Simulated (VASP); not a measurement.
Set up this calculation in VASP 6.6.1, as the native input.

* Task: single point
* Functional: r2SCAN
* Potentials or basis: VASP PAW PBE potentials, release 64 (Ga_d, Sb_d_GW)
* Cutoff: 550 eV
* k mesh: 8 × 8 × 8
* Occupations: fermi-dirac, width 0.02 eV
* Spin: no spin polarisation
* Dipole correction: no
* Further INCAR settings: ALGO = Normal; EDIFF = 1e-06; NBANDS = 21

Crystal: GaSb.

```
CELL_PARAMETERS angstrom
0.00000 2.94324 3.16729
2.94324 0.00000 3.16729
2.94324 2.94324 0.00000
ATOMIC_POSITIONS crystal
Ga 0.00000 0.00000 0.00000
Sb 0.25000 0.25000 0.25000
```

This cell differs from its parent crystal: epitaxial xy strain -4.0%.

The input as run:

POSCAR

```
GaSb
1.0
    0.0000000000      2.9432436460      3.1672938365
    2.9432436460      0.0000000000      3.1672938365
    2.9432436460      2.9432436460      0.0000000000
Ga Sb
1 1
Direct
    0.0000000000      0.0000000000      0.0000000000
    0.2500000000      0.2500000000      0.2500000000
```

INCAR.step1

```
PREC = Accurate ; ENCUT = 550
ISMEAR = -1 ; SIGMA = 0.02
LREAL = False ; LASPH = True
NELM = 120 ; NBANDS = 21
GGA = PE ; ALGO = Normal
EDIFF = 1E-5 ; LWAVE = True
LCHARG = False ; GGA_COMPAT = False
```

INCAR.step2

```
PREC = Accurate ; ENCUT = 550
EDIFF = 1E-6 ; ISMEAR = -1
SIGMA = 0.02 ; LREAL = False
LASPH = True ; NELM = 120
ALGO = Normal ; ISIF = 2
LWAVE = False ; LCHARG = True
METAGGA = R2SCAN ; LMIXTAU = True
LELF = True ; LVHAR = True
NBANDS = 21 ; ISTART = 1
GGA_COMPAT = False
```

KPOINTS

```
regular mesh
0
Gamma
  8 8 8
```

Potentials or basis: VASP PAW PBE potentials, release 64 (Ga_d, Sb_d_GW).

The run is started by

```console
$ cat potpaw_PBE.64/Ga_d/POTCAR potpaw_PBE.64/Sb_d_GW/POTCAR > POTCAR
$ cp INCAR.step1 INCAR
$ mpirun -np 1 vasp_std > vasp.out
$ cp INCAR.step2 INCAR
$ mpirun -np 1 vasp_std > vasp.out
```

It gave:

```yaml
Pressure: 2.9 GPa
Band_gap_on_the_k_mesh: 0.52 eV (least direct gap 0.55 eV)
```

Caveat: the cell differs from its parent crystal (epitaxial xy strain -4.0%); semilocal functionals underestimate gaps, and a narrow one can read as zero; the PAW data sets were made with another functional, which shifts forces and pressure a little; spin-orbit coupling is left out, which moves the levels of the heavy elements.

Wall time 3.7 min on 1 thread of AMD EPYC 9R45 96-Core Processor (Zen 5) (shared host), peak memory 0.25 GiB.
